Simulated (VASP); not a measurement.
# PbS (I4mm) in VASP: a series of runs

PbS is run at these levels: PBE; tasks: electric field gradients.

Everything below comes from runs of VASP 6.6.1. Logs are shortened: lines on timing, memory, paths and dates and some standing lists are left out, and cuts for length are marked.

### 1 The cell of the first run

Symmetry: I4mm, No. 107, tetragonal system. Conventional cell: a = 4.193 Å, b = 4.193 Å, c = 5.930 Å, α = 90.00°, β = 90.00°, γ = 90.00°. Within 3.6 Å of Pb (site symmetry 4mm) lie 6 S at 2.77 to 3.16 Å. Within 3.6 Å of S (site symmetry 4mm) lie 6 Pb at 2.77 to 3.16 Å.

### 2 Electric field gradients, PBE (atom 2 (S) moved by [0.2, 0.0, 0.0] A)

INCAR

```
  PREC = Accurate
  ENCUT = 400
  EDIFF = 1E-8
  ISMEAR = -1
  SIGMA = 0.01
  LREAL = False
  LASPH = True
  NELM = 120
  ALGO = Normal
  ISIF = 2
  LWAVE = False
  LCHARG = False
  GGA = PE
  LEFG = True
  NBANDS = 17
  GGA_COMPAT = False
```

KPOINTS

```
regular mesh
0
Gamma
  7 7 7
```

POSCAR

```
PbS
1.0
    0.0000000000      2.9650000000      2.9650000000
    2.9650000000      0.0000000000      2.9650000000
    2.9650000000      2.9650000000      0.0000000000
Pb S
1 1
Direct
    0.0000000000      0.0000000000      0.0000000000
    0.4662731872      0.5337268128      0.5337268128
```

Potentials or basis: VASP PAW PBE potentials, release 64 (Pb_d, S).

The run is started by

```sh
$ cat potpaw_PBE.64/Pb_d/POTCAR potpaw_PBE.64/S/POTCAR > POTCAR
$ mpirun -np 1 vasp_std > vasp.out
```

OUTCAR:

```text
PREC = Accurate
   ENCUT = 400
   EDIFF = 1E-8
   ISMEAR = -1
   LREAL = False
   LASPH = True
   NELM = 120
   ISIF = 2
   GGA = PE

 ion  position               nearest neighbor table
   1  0.000  0.000  0.000-   2 2.77   2 2.97   2 2.97   2 2.97   2 2.97   2 3.16
   2  0.466  0.534  0.534-   1 2.77   1 2.97   1 2.97   1 2.97   1 2.97   1 3.16

  LATTYP: Found a face centered cubic cell.
 ALAT       =     5.9300000000

  Lattice vectors:

 A1 = (   0.0000000000,   2.9650000000,   2.9650000000)
 A2 = (   2.9650000000,   0.0000000000,   2.9650000000)
 A3 = (   2.9650000000,   2.9650000000,   0.0000000000)

Analysis of symmetry for initial positions (statically):
=====================================================================
 Subroutine PRICEL returns:
 Original cell was already a primitive cell.

 Routine SETGRP: Setting up the symmetry group for a
 face centered cubic supercell.

 Subroutine GETGRP returns: Found  8 space group operations
 (whereof  8 operations were pure point group operations)
 out of a pool of 48 trial point group operations.

The static configuration has the point symmetry C_4v.

Analysis of symmetry for dynamics (positions and initial velocities):
=====================================================================
 Subroutine PRICEL returns:
 Original cell was already a primitive cell.

 Routine SETGRP: Setting up the symmetry group for a
 face centered cubic supercell.

 Subroutine GETGRP returns: Found  8 space group operations
 (whereof  8 operations were pure point group operations)
 out of a pool of 48 trial point group operations.

The dynamic configuration has the point symmetry C_4v.

 Subroutine INISYM returns: Found  8 space group operations
 (whereof  8 operations are pure point group operations),
 and found     1 'primitive' translations

----------------------------------------------------------------------------------------

                                     Primitive cell

  volume of cell :      52.1320

  direct lattice vectors                    reciprocal lattice vectors
     0.000000000  2.965000000  2.965000000    -0.168634064  0.168634064  0.168634064
     2.965000000  0.000000000  2.965000000     0.168634064 -0.168634064  0.168634064
     2.965000000  2.965000000  0.000000000     0.168634064  0.168634064 -0.168634064

  length of vectors
     4.193143212  4.193143212  4.193143212     0.292082767  0.292082767  0.292082767

  position of ions in fractional coordinates (direct lattice)
     0.000000000  0.000000000  0.000000000
     0.466273187  0.533726813  0.533726813

  ion indices of the primitive-cell ions
   primitive index   ion index
                 1           1
                 2           2

----------------------------------------------------------------------------------------

 KPOINTS: regular mesh

Automatic generation of k-mesh.
 Grid dimensions read from file:
 generate k-points for:    7    7    7

 Generating k-lattice:

  Cartesian coordinates                     Fractional coordinates (reciprocal lattice)
    -0.024090581  0.024090581  0.024090581     0.142857143  0.000000000  0.000000000
     0.024090581 -0.024090581  0.024090581     0.000000000  0.142857143  0.000000000
     0.024090581  0.024090581 -0.024090581     0.000000000  0.000000000  0.142857143

  Length of vectors
     0.041726110  0.041726110  0.041726110

  Shift w.r.t. Gamma in fractional coordinates (k-lattice)
     0.000000000  0.000000000  0.000000000

 Subroutine IBZKPT returns following result:
 ===========================================

 Found     40 irreducible k-points:

 Following reciprocal coordinates:
            Coordinates               Weight
  0.000000  0.000000  0.000000      1.000000
  0.142857  0.000000  0.000000      8.000000
  0.285714  0.000000  0.000000      8.000000
  0.428571  0.000000  0.000000      8.000000
  0.142857  0.142857  0.000000      4.000000
  0.000000  0.142857  0.142857      2.000000
[... 16 lines left out ...]
 -0.285714  0.285714  0.000000      8.000000
  0.000000 -0.285714  0.285714      4.000000
 [... further k-points ...]
   k-points           NKPTS =     40   k-points in BZ     NKDIM =     40   number of bands    NBANDS=     17
   number of dos      NEDOS =    301   number of ions     NIONS =      2
   total plane-waves  NPLWV =  21952
   dimension x,y,z NGX =    28 NGY =   28 NGZ =   28
   dimension x,y,z NGXF=    56 NGYF=   56 NGZF=   56
   ions per type =               1   1
   NGX,Y,Z   is equivalent  to a cutoff of  11.10, 11.10, 11.10 a.u.
   NGXF,Y,Z  is equivalent  to a cutoff of  22.20, 22.20, 22.20 a.u.
 SYSTEM =  unknown system
   PREC   = accura    normal or accurate (medium, high low for compatibility)
   ISTART =      0    job   : 0-new  1-cont  2-samecut
   ICHARG =      2    charge: 1-file 2-atom 10-const
   ISPIN  =      1    spin polarized calculation?
   LNONCOLLINEAR =      F non collinear calculations
   LSORBIT =      F    spin-orbit coupling
   LASPH  =      T    aspherical Exc in radial PAW
   ENCUT  =  400.0 eV  29.40 Ry    5.42 a.u.   6.84  6.84  6.84*2*pi/ulx,y,z
   NELM   =    120;   NELMIN=  2; NELMDL= -5     # of ELM steps
   EDIFF  = 0.1E-07   stopping-criterion for ELM
   LREAL  =      F    real-space projection
   EDIFFG = 0.1E-06   stopping-criterion for IOM
   NSW    =      0    number of steps for IOM
   IBRION =     -1    ionic relax: 0-MD 1-quasi-New 2-CG
   NFREE  =      0    steps in history (QN), initial steepest desc. (CG)
   ISIF   =      2    stress and relaxation
   ISYM   =      2    0-nonsym 1-usesym 2-fastsym
   POTIM  = 0.5000    time-step for ionic-motion
   TEBEG  =    0.0;   TEEND  =   0.0 temperature during run
   PSTRESS=    0.0 pullay stress
   NELECT =      20.0000    total number of electrons
   NUPDOWN=      -1.0000    fix difference up-down
   EMIN   =  10.00;   EMAX   =-10.00  energy-range for DOS
   EFERMI =   0.00;   METHOD = LEGACY
   ISMEAR =    -1;   SIGMA  =   0.01  broadening in eV -4-tet -1-fermi 0-gaus
   EFERMI_NEDOS =   21; number of points for ismear=-14 and -15
   IALGO  =     38    algorithm
   IMIX   =      4    mixing-type and parameters
     AMIX     =   0.40;   BMIX     =  1.00
     AMIX_MAG =   1.60;   BMIX_MAG =  1.00
  volume/ion in A,a.u.               =      26.07       175.90
  Fermi-wavevector in a.u.,A,eV,Ry     =   1.189552  2.247928 19.252709  1.415034
  Thomas-Fermi vector in A             =   2.325657
   LORBIT       =      0    0 simple, 1 ext, 2 COOP (PROOUT), +10 PAW based schemes
   GGA     = PE    functional components
   LHFCALC =     F    Hartree Fock is set to
   AEXX    =    0.0000 exact exchange contribution
   IVDW    =     0    specifies the selected vdW correction
   LEPSILON=     F    determine dielectric tensor
   LRPA    =     F    only Hartree local field effects (RPA)
 non-spin polarized calculation
  energy-cutoff  :      400.00
  volume of cell :       52.13
 maximum number of plane-waves:       958
   NGX = 13   NGY = 13   NGZ = 13

 number of electron      19.9999993 magnetization

 Free energy of the ion-electron system (eV)
  ---------------------------------------------------
  ext. energy  EPLUGINS =         0.00000000
  ---------------------------------------------------
  free energy    TOTEN  =        -8.74056326 eV

  energy without entropy =       -8.74056326  energy(sigma->0) =       -8.74056326

 E-fermi :   5.7360     XC(G=0):  -9.6780

 val. band max:        5.4992941385   @ k =   0.4286   0.0000   0.0000
 cond. band min:       6.6223430456   @ k =   0.4286   0.0000   0.0000
 fundamental gap:      1.1230489071
 Fermi energy:         5.7360289925

 k-point     1 :       0.0000    0.0000    0.0000
  band No.  band energies     occupation
      1     -10.9789      2.00000
      2     -10.9697      2.00000
      3     -10.9697      2.00000
      4     -10.9620      2.00000
      5     -10.9620      2.00000
      6      -7.8244      2.00000
[... 9 lines left out ...]
     16      12.8592      0.00000
     17      14.4980      0.00000

 k-point     2 :       0.1429    0.0000    0.0000
  band No.  band energies     occupation
      1     -10.9769      2.00000
      2     -10.9705      2.00000
      3     -10.9702      2.00000
      4     -10.9606      2.00000
      5     -10.9584      2.00000
      6      -7.6505      2.00000
[... 9 lines left out ...]
     16      13.1128      0.00000
     17      15.9251      0.00000
[... 421 lines left out ...]
 k-point    24 :       0.0000   -0.2857    0.2857
  band No.  band energies     occupation
      1     -11.0348      2.00000
      2     -10.9738      2.00000
      3     -10.9562      2.00000
      4     -10.9455      2.00000
      5     -10.9297      2.00000
      6      -6.4243      2.00000
[... 9 lines left out ...]
     16      15.1077      0.00000
     17      17.1232      0.00000

 [... further k-points ...]
[... 5 lines left out ...]
  --------------------------------------------------------------------------------------
  -------------------------------------------------------------------------------------
  Total        1.2838888      0.7248811      0.7248811     -0.0000000      0.0000000     -0.0000000
  in kB       39.4578955     22.2778495     22.2778495     -0.0000000      0.0000000     -0.0000000
  external PRESSURE =      28.0045315 kB  Pullay stress =       0.0000000 kB

 VOLUME and BASIS-vectors are now :
 -----------------------------------------------------------------------------
  energy-cutoff  :      400.00
  volume of cell :       52.13
      direct lattice vectors                 reciprocal lattice vectors
     0.000000000  2.965000000  2.965000000    -0.168634064  0.168634064  0.168634064
     2.965000000  0.000000000  2.965000000     0.168634064 -0.168634064  0.168634064
     2.965000000  2.965000000  0.000000000     0.168634064  0.168634064 -0.168634064

 POSITION                                       TOTAL-FORCE (eV/Angst)
 -----------------------------------------------------------------------------------
      0.00000      0.00000      0.00000         0.218194      0.000000      0.000000
      3.16500      2.96500      2.96500        -0.218194      0.000000      0.000000
 -----------------------------------------------------------------------------------
    total drift:                                0.000061      0.000000      0.000000

  FREE ENERGIE OF THE ION-ELECTRON SYSTEM (eV)
  ---------------------------------------------------
  free  energy   TOTEN  =        -8.7405632566 eV

  energy  without entropy=       -8.7405632566  energy(sigma->0) =       -8.74056326

 Electric field gradients (V/A^2)
---------------------------------------------------------------------
 ion       V_xx      V_yy      V_zz      V_xy      V_xz      V_yz
---------------------------------------------------------------------
   1     -79.406    39.703    39.703    -0.001    -0.001    -0.001
   2       2.240    -1.120    -1.120    -0.000    -0.000    -0.000
---------------------------------------------------------------------

 Electric field gradients after diagonalization (V/A^2)
 (convention: |V_zz| > |V_xx| > |V_yy|)
----------------------------------------------------------------------
 ion       V_xx      V_yy      V_zz     asymmetry (V_yy - V_xx)/ V_zz
----------------------------------------------------------------------
   1      39.704    39.702   -79.406       0.000
   2      -1.120    -1.120     2.240       0.000
----------------------------------------------------------------------

           NMR quadrupolar parameters

 Cq : quadrupolar parameter    Cq=e*Q*V_zz/h
 eta: asymmetry parameters     (V_yy - V_xx)/ V_zz
 Q  : nuclear electric quadrupole moment in mb (millibarn)
----------------------------------------------------------------------
 ion       Cq(MHz)       eta       Q (mb)
----------------------------------------------------------------------
   1      -0.192       0.000       1.000
   2       0.005       0.000       1.000
----------------------------------------------------------------------
```

Wall time 13 s (1 thread of Intel Xeon 6975P-C (Granite Rapids), shared host); peak memory 0.16 GiB.

Results:

* Free energy: -8.7406 eV
* Pressure: 2.8 GPa
* Largest force: 0.218 eV/Å
* Band gap on the k mesh: 1.12 eV
* Largest electric field gradient by atom: Pb -79.4; S +2.2 V/Å²

Forces on the atoms (eV/Å):
```
Pb   0.218  0.000  0.000
S   -0.218  0.000  0.000
```

Stress tensor (GPa, compression positive):
```
3.95 0.00 0.00
0.00 2.23 0.00
0.00 0.00 2.23
```

Levels at points of the mesh, in eV from the valence-band top:
```csv
k point,band 8,band 9,band 10,band 11,band 12,band 13
"(0.00, 0.00, 0.00)",-1.92,-1.83,-1.83,5.24,5.24,5.60
```

Electric field gradients, principal values (V/Å²):
| atom | least | middle | greatest (by size) |
| --- | --- | --- | --- |
| 1 Pb | 39.702 | 39.704 | -79.406 |
| 2 S | -1.120 | -1.120 | 2.240 |

Caveat: the cell differs from its parent crystal (atom 2 (S) moved by [0.2, 0.0, 0.0] A); without QUAD_EFG the Cq values of the log hold for a quadrupole moment of 1 mb, not for the nuclei; spin-orbit coupling is left out, which moves the levels of the heavy elements; an odd mesh through Γ misses points on the zone boundary, where band edges can lie.

### 3 Electric field gradients, PBE (atom 2 (S) moved by [0.2, 0.0, 0.0] A)

INCAR

```
SYSTEM = PbS
  ALGO = Normal
  EDIFF = 1E-8
  ENCUT = 400
  GGA = PE
  GGA_COMPAT = .False.
  ISIF = 2
  ISMEAR = -1
  LASPH = .True.
  LCHARG = .False.
  LEFG = .True.
  LREAL = .False.
  LWAVE = .False.
  NBANDS = 17
  NELM = 120
  PREC = Accurate
  SIGMA = 0.01
```

KPOINTS

```
k-points
0
Gamma
  7 7 7
  0 0 0
```

POSCAR is that of step 2.

Potentials or basis: VASP PAW PBE potentials, release 64 (Pb_d, S).

The run is started by

```sh
$ cat potpaw_PBE.64/Pb_d/POTCAR potpaw_PBE.64/S/POTCAR > POTCAR
$ mpirun -np 1 vasp_std > vasp.out
```

OUTCAR:

```text
SYSTEM = PbS
   EDIFF = 1E-8
   ENCUT = 400
   GGA = PE
   ISIF = 2
   ISMEAR = -1
   LASPH = .True.
   LREAL = .False.
   NELM = 120
   PREC = Accurate

 ion  position               nearest neighbor table
   1  0.000  0.000  0.000-   2 2.77   2 2.97   2 2.97   2 2.97   2 2.97   2 3.16
   2  0.466  0.534  0.534-   1 2.77   1 2.97   1 2.97   1 2.97   1 2.97   1 3.16

  LATTYP: Found a face centered cubic cell.
 ALAT       =     5.9300000000

  Lattice vectors:

 A1 = (   0.0000000000,   2.9650000000,   2.9650000000)
 A2 = (   2.9650000000,   0.0000000000,   2.9650000000)
 A3 = (   2.9650000000,   2.9650000000,   0.0000000000)

Analysis of symmetry for initial positions (statically):
=====================================================================
 Subroutine PRICEL returns:
 Original cell was already a primitive cell.

 Routine SETGRP: Setting up the symmetry group for a
 face centered cubic supercell.

[... 668 lines left out ...]
      direct lattice vectors                 reciprocal lattice vectors
     0.000000000  2.965000000  2.965000000    -0.168634064  0.168634064  0.168634064
     2.965000000  0.000000000  2.965000000     0.168634064 -0.168634064  0.168634064
     2.965000000  2.965000000  0.000000000     0.168634064  0.168634064 -0.168634064

 POSITION                                       TOTAL-FORCE (eV/Angst)
 -----------------------------------------------------------------------------------
      0.00000      0.00000      0.00000         0.218194      0.000000      0.000000
      3.16500      2.96500      2.96500        -0.218194      0.000000      0.000000
 -----------------------------------------------------------------------------------
    total drift:                                0.000061      0.000000      0.000000

  FREE ENERGIE OF THE ION-ELECTRON SYSTEM (eV)
  ---------------------------------------------------
  free  energy   TOTEN  =        -8.7405632566 eV

  energy  without entropy=       -8.7405632566  energy(sigma->0) =       -8.74056326

 Electric field gradients (V/A^2)
---------------------------------------------------------------------
 ion       V_xx      V_yy      V_zz      V_xy      V_xz      V_yz
---------------------------------------------------------------------
   1     -79.406    39.703    39.703    -0.001    -0.001    -0.001
   2       2.240    -1.120    -1.120    -0.000    -0.000    -0.000
---------------------------------------------------------------------

 Electric field gradients after diagonalization (V/A^2)
 (convention: |V_zz| > |V_xx| > |V_yy|)
----------------------------------------------------------------------
 ion       V_xx      V_yy      V_zz     asymmetry (V_yy - V_xx)/ V_zz
----------------------------------------------------------------------
   1      39.704    39.702   -79.406       0.000
   2      -1.120    -1.120     2.240       0.000
----------------------------------------------------------------------

           NMR quadrupolar parameters

 Cq : quadrupolar parameter    Cq=e*Q*V_zz/h
 eta: asymmetry parameters     (V_yy - V_xx)/ V_zz
 Q  : nuclear electric quadrupole moment in mb (millibarn)
----------------------------------------------------------------------
 ion       Cq(MHz)       eta       Q (mb)
----------------------------------------------------------------------
   1      -0.192       0.000       1.000
   2       0.005       0.000       1.000
----------------------------------------------------------------------
```

It took 12 s on 1 thread of Intel Xeon 6975P-C (Granite Rapids), shared host; peak memory 0.16 GiB.

What came out:

```yaml
Free_energy: -8.7406 eV
Pressure: 2.8 GPa
Largest_force: 0.218 eV/Å
Band_gap_on_the_k_mesh: 1.12 eV
Largest_electric_field_gradient_by_atom: Pb -79.4; S +2.2 V/Å²
```

Forces in eV/Å, atoms in the order of the input:
```
Pb   0.218  0.000  0.000
S   -0.218  0.000  0.000
```

Stress tensor (GPa, compression positive):
```
3.95 0.00 0.00
0.00 2.23 0.00
0.00 0.00 2.23
```

Electric field gradients, principal values (V/Å²):
| atom | least | middle | greatest (by size) |
| --- | --- | --- | --- |
| 1 Pb | 39.702 | 39.704 | -79.406 |
| 2 S | -1.120 | -1.120 | 2.240 |

Caveat: the cell differs from its parent crystal (atom 2 (S) moved by [0.2, 0.0, 0.0] A); without QUAD_EFG the Cq values of the log hold for a quadrupole moment of 1 mb, not for the nuclei; spin-orbit coupling is left out, which moves the levels of the heavy elements; an odd mesh through Γ misses points on the zone boundary, where band edges can lie.
